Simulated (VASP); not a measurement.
LiCl:

```
Li Cl
1.0
     0.00000    2.55604    2.55604
     2.55604    0.00000    2.55604
     2.55604    2.55604    0.00000
Li Cl
1 1
Cartesian
  0.0000 0.0000 0.0000
  2.5560 2.5560 2.5560
```

Base run:

- Program: VASP 6.6.1
- Functional: HSE06
- Potentials or basis: VASP PAW PBE potentials, release 64 (Li_sv, Cl)
- Cutoff: 520 eV
- k mesh: 6 × 6 × 6
- Occupations: gaussian, width 0.01 eV
- Spin: no spin polarisation

Its results: band gap on the k mesh 7.79 eV.

Q: The run is repeated on the same cell with these changes: functional from HSE06 to PBE0. What comes out?

A: Band gap on the k mesh 8.52 eV.

A k mesh can miss the band edges.
